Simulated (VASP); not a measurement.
Wanted: the native input for a VASP 6.6.1 run.

```yaml
Task: single point
Functional: PBE
Potentials_or_basis: VASP PAW PBE potentials, release 64 (Ta_pv, Si)
Cutoff: 500 eV
k_mesh: 4 × 4 × 4
Occupations: gaussian, width 0.1 eV
Spin: no spin polarisation
Dipole_correction: no
Further_INCAR_settings: ALGO = Normal; EDIFF = 1e-06; NBANDS = 26
```

The structure of TaSi6 lies in POSCAR:

```
TaSi6
1.0
    4.3392997773      0.0000000000      0.0000000000
    1.8829942136      4.3409819948      0.0000000000
    0.4108509043      1.1653565721      5.6121878965
Ta Si
1 6
Direct
    0.0000000000      0.0000000000      0.0000000000
    0.2894129205      0.4376332006      0.8691695977
    0.5489916039      0.9199568322      0.7170223963
    0.7928990622      0.3888871898      0.5911368638
    0.2071009378      0.6111128102      0.4088631362
    0.4510083961      0.0800431678      0.2829776037
    0.7105870795      0.5623667994      0.1308304023
```

One way to write it, as run:

INCAR

```
PREC = Accurate ; ENCUT = 500
EDIFF = 1E-6 ; ISMEAR = 0
SIGMA = 0.1 ; LREAL = F
LASPH = T ; NELM = 120
ALGO = Normal ; ISIF = 2
LWAVE = F ; LCHARG = F
GGA = PE ; NBANDS = 26
GGA_COMPAT = F
```

KPOINTS

```
regular mesh
0
Gamma
  4 4 4
```

Potentials or basis: VASP PAW PBE potentials, release 64 (Ta_pv, Si).

Run with:

```console
$ cat potpaw_PBE.64/Ta_pv/POTCAR potpaw_PBE.64/Si/POTCAR > POTCAR
$ mpirun -np 1 vasp_std > vasp.out
```

Results of the run:

```yaml
Pressure: 0.5 GPa
Largest_force: 0.275 eV/Å
```

Caveat: the k points lie up to 0.39 Å⁻¹ apart.

Run time: 86 s on 1 thread of AMD EPYC 7R13, on a shared host, peak memory 0.22 GiB.
